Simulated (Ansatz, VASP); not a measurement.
## SiO2: VASP beside Ansatz

```
CELL_PARAMETERS angstrom
-4.45849 4.45849 4.45849
4.45849 -4.45849 4.45849
4.45849 4.45849 -4.45849
ATOMIC_POSITIONS crystal
Si 0.50000 0.75000 0.25000
Si 0.75000 0.50000 0.25000
Si 0.25000 0.75000 0.50000
Si 0.25000 0.50000 0.75000
Si 0.50000 0.25000 0.75000
Si 0.75000 0.25000 0.50000
O 0.66265 0.36836 0.00000
O 0.29429 0.63164 0.63164
O 0.66265 0.00000 0.36836
O 0.36836 0.66265 0.00000
O 0.00000 0.66265 0.36836
O 0.63164 0.29429 0.63164
O 0.63164 0.63164 0.29429
O 0.00000 0.36836 0.66265
O 0.36836 0.00000 0.66265
O 0.33735 0.33735 0.70571
O 0.70571 0.33735 0.33735
O 0.33735 0.70571 0.33735
```

Alike in both runs: task electric field gradients; functional r2SCAN; k mesh 4 × 4 × 4; occupations fermi-dirac, width 0.02 eV; no spin polarisation.

|  | VASP | Ansatz |
| --- | --- | --- |
| version | VASP 6.6.1 | Ansatz 0.2.0 |
| potentials or method | VASP PAW PBE potentials, release 64 (Si, O) | plane-wave PAW, scalar-relativistic |
| plane-wave cutoff (eV) | 580 | 500 |
| valence electrons in the cell | 96 | 96 |

|  | VASP | Ansatz | Ansatz less VASP |
| --- | --- | --- | --- |
| gap on the k mesh at the Fermi level (eV) | 6.31 | 6.31 | +0.004 |
| pressure (GPa) | -0.1 | -0.1 | +0.03 |
| rms of the force components (eV/Å) | 0.010 | 0.013 | +0.0032 |
| size of Vzz on the site where it differs most (V/Å²) | 91.9 | 97.3 | +5.40 |

VASP's potentials were made for PBE, not for r2SCAN. Atom by atom the forces differ by 0.006 eV/Å (rms over components). The functional is the same, so the differences come from potentials, cutoffs and numerics.
